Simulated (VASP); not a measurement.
## BaS: single point with PBE

BaS:

```
Ba S
1.0
     0.00000    3.21180    3.21180
     3.21180    0.00000    3.21180
     3.21180    3.21180    0.00000
Ba S
1 1
Direct
  0.00000 0.00000 0.00000
  0.50000 0.50000 0.50000
```

```json
{
  "Program": "VASP 6.6.1",
  "Task": "single point",
  "Functional": "PBE",
  "Potentials or basis": "VASP PAW PBE potentials, release 64 (Ba_sv, S)",
  "Cutoff": "520 eV",
  "k mesh": "8 × 8 × 8",
  "Occupations": "gaussian, width 0.01 eV",
  "Spin": "no spin polarisation",
  "Dipole correction": "no",
  "Further INCAR settings": "ALGO = Normal; EDIFF = 1e-06; NBANDS = 15"
}
```

The pressure is 0.6 GPa. The band gap on the k mesh is 2.13 eV, indirect (least direct gap 2.28 eV).

Levels at points of the mesh, in eV from the valence-band top:
```
           k point  band 4  band 5  band 6  band 7  band 8  band 9  band 10  band 11  band 12  band 13
(0.00, 0.00, 0.00)  -11.19  -10.33    0.00    0.00    0.00    3.52     3.87     3.87     3.87     4.77
(0.50, 0.00, 0.00)  -11.22   -9.17   -1.90   -1.05   -1.05    5.48     5.64     6.24     6.24     8.80
(0.50, 0.50, 0.00)  -11.37  -10.24   -0.54   -0.15   -0.15    2.13     5.89     5.92     7.40     7.40
```

Wall time 73 s on 1 thread of AMD EPYC 7R13, on a shared host, peak memory 0.18 GiB.

Caveat: spin-orbit coupling is left out, which moves the levels of the heavy elements. Expect the measured gap to be larger: semilocal functionals such as PBE lack the derivative discontinuity.
